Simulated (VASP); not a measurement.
# B2SbN (I-42d) in VASP: single point with PBE

Aim: the single point of B2SbN with PBE.

All numbers are computed with VASP 6.6.1; they aren't measurements. Logs are shortened: lines on timing, memory, paths and dates and some standing lists are left out, and cuts for length are marked.

## Step 1: The cell of the first run

The structure is tetragonal, space group I-42d (No. 122). Conventional cell: a = 4.528 Å, b = 4.528 Å, c = 8.619 Å, α = 90.00°, β = 90.00°, γ = 90.00°. N (site symmetry -4) has 4 B at 1.70 Å within 2.3 Å. B (site symmetry 2) has 2 N at 1.70 Å and 2 Sb at 2.24 Å within 2.3 Å. Within 3.0 Å of Sb (site symmetry -4) lie 4 B at 2.24 Å.

## Step 2: Single point, PBE, non-collinear spin, zero start, spin-orbit coupling

Contents of INCAR:

```
SYSTEM = B2SbN
PREC = Accurate
ENCUT = 600
EDIFF = 1E-6
ISMEAR = -1
SIGMA = 0.02
LREAL = .FALSE.
LASPH = .TRUE.
NELM = 200
ALGO = Normal
ISIF = 2
LWAVE = .FALSE.
LCHARG = .FALSE.
MAGMOM = 0 0 0 0 0 0 0 0 0 0 0 0 0 0 0 0 0 0 0 0 0 0 0 0
LORBIT = 11
LSORBIT = .TRUE.
GGA_COMPAT = .FALSE.
LORBMOM = .TRUE.
GGA = PE
NBANDS = 50
```

Contents of KPOINTS:

```
regular mesh
0
G
  8 8 8
  0 0 0
```

Contents of POSCAR:

```
B2SbN
1.0
   -2.2639374661      2.2639374661      4.3093743741
    2.2639374661     -2.2639374661      4.3093743741
    2.2639374661      2.2639374661     -4.3093743741
N B Sb
2 4 2
Direct
    0.0000000000      0.0000000000      0.0000000000
    0.2500000000      0.7500000000      0.5000000000
    0.6250000000      0.7282017044      0.6032017044
    0.9782017044      0.3750000000      0.1032017044
    0.1250000000      0.0217982956      0.3967982956
    0.2717982956      0.8750000000     -0.1032017044
    0.5000000000      0.5000000000      0.0000000000
    0.7500000000      0.2500000000      0.5000000000
```

Potentials or basis: VASP PAW PBE potentials, release 64 (N, B, Sb).

Run with:

```
> cat potpaw_PBE.64/N/POTCAR potpaw_PBE.64/B/POTCAR potpaw_PBE.64/Sb/POTCAR > POTCAR
> mpirun -np 1 vasp_ncl > vasp.out
```

OUTCAR:

```text
SYSTEM = B2SbN
   PREC = Accurate
   ENCUT = 600
   EDIFF = 1E-6
   ISMEAR = -1
   LREAL = .FALSE.
   LASPH = .TRUE.
   NELM = 200
   ISIF = 2
   LORBIT = 11
   LSORBIT = .TRUE.
   GGA = PE

 ion  position               nearest neighbor table
   1  0.000  0.000  0.000-   3 1.70   4 1.70   5 1.70   6 1.70
   2  0.250  0.750  0.500-   3 1.70   4 1.70   5 1.70   6 1.70
   3  0.625  0.728  0.603-   1 1.70   2 1.70   8 2.24   7 2.24
   4  0.978  0.375  0.103-   1 1.70   2 1.70   7 2.24   8 2.24
   5  0.125  0.022  0.397-   1 1.70   2 1.70   7 2.24   8 2.24
   6  0.272  0.875  0.897-   1 1.70   2 1.70   8 2.24   7 2.24
   7  0.500  0.500  0.000-   3 2.24   4 2.24   6 2.24   5 2.24   8 3.13   8 3.13   8 3.13   8 3.13

   8  0.750  0.250  0.500-   4 2.24   3 2.24   5 2.24   6 2.24   7 3.13   7 3.13   7 3.13   7 3.13

  LATTYP: Found a body centered tetragonal cell.
 ALAT       =     4.5278749322
 C/A-ratio  =     1.9034864870

  Lattice vectors:

 A1 = (  -2.2639374661,   2.2639374661,   4.3093743741)
 A2 = (   2.2639374661,  -2.2639374661,   4.3093743741)
 A3 = (   2.2639374661,   2.2639374661,  -4.3093743741)

Analysis of symmetry for initial positions (statically):
=====================================================================
 Subroutine PRICEL returns:
 Original cell was already a primitive cell.

 Routine SETGRP: Setting up the symmetry group for a
 body centered tetragonal supercell.

 Subroutine GETGRP returns: Found  8 space group operations
 (whereof  4 operations were pure point group operations)
 out of a pool of 16 trial point group operations.

The static configuration has the point symmetry S_4 .
 The point group associated with its full space group is D_2d.

Analysis of symmetry for dynamics (positions and initial velocities):
=====================================================================
 Subroutine PRICEL returns:
 Original cell was already a primitive cell.

 Routine SETGRP: Setting up the symmetry group for a
 body centered tetragonal supercell.

 Subroutine GETGRP returns: Found  8 space group operations
 (whereof  4 operations were pure point group operations)
 out of a pool of 16 trial point group operations.

The dynamic configuration has the point symmetry S_4 .
 The point group associated with its full space group is D_2d.

Analysis of structural, dynamic, and magnetic symmetry:
=====================================================================
 Subroutine PRICEL returns:
 Original cell was already a primitive cell.

 Routine SETGRP: Setting up the symmetry group for a
 body centered tetragonal supercell.

 Subroutine GETGRP returns: Found  8 space group operations
 (whereof  4 operations were pure point group operations)
 out of a pool of 16 trial point group operations.

The overall configuration has the point symmetry S_4 .
 The point group associated with its full space group is D_2d.

 Subroutine INISYM returns: Found  8 space group operations
 (whereof  4 operations are pure point group operations),
 and found     1 'primitive' translations

----------------------------------------------------------------------------------------

                                     Primitive cell

  volume of cell :      88.3493

  direct lattice vectors                    reciprocal lattice vectors
    -2.263937466  2.263937466  4.309374374     0.000000000  0.220854157  0.116026123
     2.263937466 -2.263937466  4.309374374     0.220854157  0.000000000  0.116026123
     2.263937466  2.263937466 -4.309374374     0.220854157  0.220854157  0.000000000

  length of vectors
     5.368569008  5.368569008  5.368569008     0.249476692  0.249476692  0.312334944

  position of ions in fractional coordinates (direct lattice)
     0.000000000  0.000000000  0.000000000
     0.250000000  0.750000000  0.500000000
     0.625000000  0.728201704  0.603201704
     0.978201704  0.375000000  0.103201704
     0.125000000  0.021798296  0.396798296
     0.271798296  0.875000000  0.896798296
     0.500000000  0.500000000  0.000000000
     0.750000000  0.250000000  0.500000000

[... 1280 lines left out ...]
  Total        1.2191074      1.2191074      0.4971333      0.0000000      0.0000000      0.0000000
  in kB       22.1080008     22.1080008      9.0153041      0.0000000      0.0000000      0.0000000
  external PRESSURE =      17.7437686 kB  Pullay stress =       0.0000000 kB

 VOLUME and BASIS-vectors are now :
 -----------------------------------------------------------------------------
  energy-cutoff  :      600.00
  volume of cell :       88.35
      direct lattice vectors                 reciprocal lattice vectors
    -2.263937466  2.263937466  4.309374374     0.000000000  0.220854157  0.116026123
     2.263937466 -2.263937466  4.309374374     0.220854157  0.000000000  0.116026123
     2.263937466  2.263937466 -4.309374374     0.220854157  0.220854157  0.000000000

 POSITION                                       TOTAL-FORCE (eV/Angst)
 -----------------------------------------------------------------------------------
      0.00000      0.00000      0.00000        -0.000000     -0.000000     -0.000000
      2.26394      0.00000      2.15469        -0.000000     -0.000000     -0.000000
      1.59925      1.13197      3.23203         0.344228     -0.000000      0.000000
     -1.13197      1.59925      5.38672        -0.000000      0.344228      0.000000
      0.66468      1.13197     -1.07734        -0.344228      0.000000     -0.000000
      3.39591      0.66468      1.07734         0.000000     -0.344228     -0.000000
      0.00000      0.00000      4.30937         0.000000     -0.000000      0.000000
      0.00000      2.26394      2.15469         0.000000      0.000000      0.000000
 -----------------------------------------------------------------------------------
    total drift:                                0.000000      0.000000      0.000000

  FREE ENERGIE OF THE ION-ELECTRON SYSTEM (eV)
  ---------------------------------------------------
  free  energy   TOTEN  =       -48.6063114013 eV

  energy  without entropy=      -48.6063114013  energy(sigma->0) =      -48.60631140

 orbital moment (x)

 # of ion     p       d       tot
 ----------------------------------------
  1         0.000   0.000   0.000
  2         0.000   0.000   0.000
  3        -0.000   0.000  -0.000
  4         0.000   0.000   0.000
  5         0.000   0.000   0.000
  6        -0.000   0.000  -0.000
  7         0.000   0.000   0.000
  8         0.000  -0.000  -0.000
 ----------------------------------------
           -0.000   0.000  -0.000

 orbital moment (y)

 # of ion     p       d       tot
 ----------------------------------------
  1        -0.000   0.000  -0.000
  2        -0.000   0.000  -0.000
  3         0.000   0.000   0.000
  4         0.000   0.000   0.000
  5         0.000   0.000   0.000
  6        -0.000   0.000  -0.000
  7         0.000  -0.000   0.000
  8         0.000  -0.000   0.000
 ----------------------------------------
            0.000  -0.000   0.000

 orbital moment (z)

 # of ion     p       d       tot
 ----------------------------------------
  1         0.000   0.000   0.000
  2        -0.000   0.000  -0.000
  3         0.000   0.000   0.000
  4         0.000   0.000   0.000
  5         0.000   0.000   0.000
  6         0.000   0.000   0.000
  7        -0.000   0.000  -0.000
  8         0.000  -0.000   0.000
 ----------------------------------------
            0.000   0.000   0.000

 Spin-Orbit-Coupling matrix elements

 Ion:    1  E_soc:     -0.0000671
 l=   1
     0.0000000    -0.0000110    -0.0000115
    -0.0000110     0.0000000    -0.0000110
    -0.0000115    -0.0000110     0.0000000
 l=   2
     0.0000000     0.0000000     0.0000000     0.0000000     0.0000000
     0.0000000     0.0000000     0.0000000     0.0000000     0.0000000
     0.0000000     0.0000000     0.0000000     0.0000000     0.0000000
     0.0000000     0.0000000     0.0000000     0.0000000     0.0000000
     0.0000000     0.0000000     0.0000000     0.0000000     0.0000000
 l=   3
     0.0000000     0.0000000     0.0000000     0.0000000     0.0000000     0.0000000     0.0000000
     0.0000000     0.0000000     0.0000000     0.0000000     0.0000000     0.0000000     0.0000000
     0.0000000     0.0000000     0.0000000     0.0000000     0.0000000     0.0000000     0.0000000
     0.0000000     0.0000000     0.0000000     0.0000000     0.0000000     0.0000000     0.0000000
[... 129 lines left out ...]
 l=   2
     0.0000000    -0.0001490     0.0000000    -0.0001490    -0.0003359
    -0.0001490     0.0000000    -0.0001854    -0.0001436    -0.0001141
     0.0000000    -0.0001854     0.0000000    -0.0001854     0.0000000
    -0.0001490    -0.0001436    -0.0001854     0.0000000    -0.0001141
    -0.0003359    -0.0001141     0.0000000    -0.0001141     0.0000000
 l=   3
     0.0000000     0.0000000     0.0000000     0.0000000     0.0000000     0.0000000     0.0000000
     0.0000000     0.0000000     0.0000000     0.0000000     0.0000000     0.0000000     0.0000000
     0.0000000     0.0000000     0.0000000     0.0000000     0.0000000     0.0000000     0.0000000
     0.0000000     0.0000000     0.0000000     0.0000000     0.0000000     0.0000000     0.0000000
     0.0000000     0.0000000     0.0000000     0.0000000     0.0000000     0.0000000     0.0000000
     0.0000000     0.0000000     0.0000000     0.0000000     0.0000000     0.0000000     0.0000000
     0.0000000     0.0000000     0.0000000     0.0000000     0.0000000     0.0000000     0.0000000

 total charge

# of ion       s       p       d       tot
------------------------------------------
    1        1.216   2.463   0.000   3.679
    2        1.216   2.463   0.000   3.679
    3        0.641   1.107   0.000   1.748
    4        0.641   1.107   0.000   1.748
    5        0.641   1.107   0.000   1.748
    6        0.641   1.107   0.000   1.748
    7        1.103   1.495   0.085   2.683
    8        1.103   1.495   0.085   2.683
--------------------------------------------------
tot          7.201  12.344   0.171  19.716

 magnetization (x)

# of ion       s       p       d       tot
------------------------------------------
    1        0.000   0.000   0.000   0.000
    2       -0.000   0.000   0.000  -0.000
    3        0.000   0.000   0.000   0.000
    4       -0.000   0.000   0.000  -0.000
    5       -0.000  -0.000   0.000  -0.000
    6        0.000   0.000   0.000   0.000
    7        0.000   0.000  -0.000   0.000
    8       -0.000   0.000   0.000   0.000
--------------------------------------------------
tot          0.000   0.000  -0.000   0.000

 magnetization (y)

# of ion       s       p       d       tot
------------------------------------------
    1        0.000   0.000   0.000   0.000
    2       -0.000   0.000   0.000  -0.000
    3        0.000   0.000   0.000   0.000
    4       -0.000  -0.000   0.000  -0.000
    5       -0.000   0.000   0.000   0.000
    6        0.000   0.000   0.000   0.000
    7        0.000  -0.000   0.000  -0.000
    8       -0.000   0.000  -0.000  -0.000
--------------------------------------------------
tot          0.000   0.000  -0.000   0.000

 magnetization (z)

# of ion       s       p       d       tot
------------------------------------------
    1        0.000   0.000   0.000   0.000
    2       -0.000  -0.000   0.000  -0.000
    3        0.000  -0.000   0.000   0.000
    4       -0.000   0.000   0.000  -0.000
    5        0.000   0.000   0.000   0.000
    6        0.000  -0.000   0.000   0.000
    7       -0.000  -0.000   0.000  -0.000
    8        0.000   0.000  -0.000   0.000
--------------------------------------------------
tot          0.000  -0.000   0.000   0.000
```

Wall time 54 min (1 thread of AMD EPYC 7R13, shared host); peak memory 1.1 GiB.

What came out:

| Property | Result |
| --- | --- |
| Free energy | -48.6063 eV |
| Pressure | 1.8 GPa |
| Largest force | 0.344 eV/Å |
| Net moment | 0.00 μB per cell |
| Valence electrons inside the program's atomic spheres | N 3.68; B 1.75; Sb 2.68 |

Forces in eV/Å, atoms in the order of the input:
```
N    0.000  0.000  0.000
N    0.000  0.000  0.000
B    0.344  0.000  0.000
B    0.000  0.344  0.000
B   -0.344  0.000  0.000
B    0.000 -0.344  0.000
Sb   0.000  0.000  0.000
Sb   0.000  0.000  0.000
```

Moments on the atoms (μB; x, y, z):
```
N   0.00 0.00 0.00
N   0.00 0.00 0.00
B   0.00 0.00 0.00
B   0.00 0.00 0.00
B   0.00 0.00 0.00
B   0.00 0.00 0.00
Sb  0.00 0.00 0.00
Sb  0.00 0.00 0.00
```
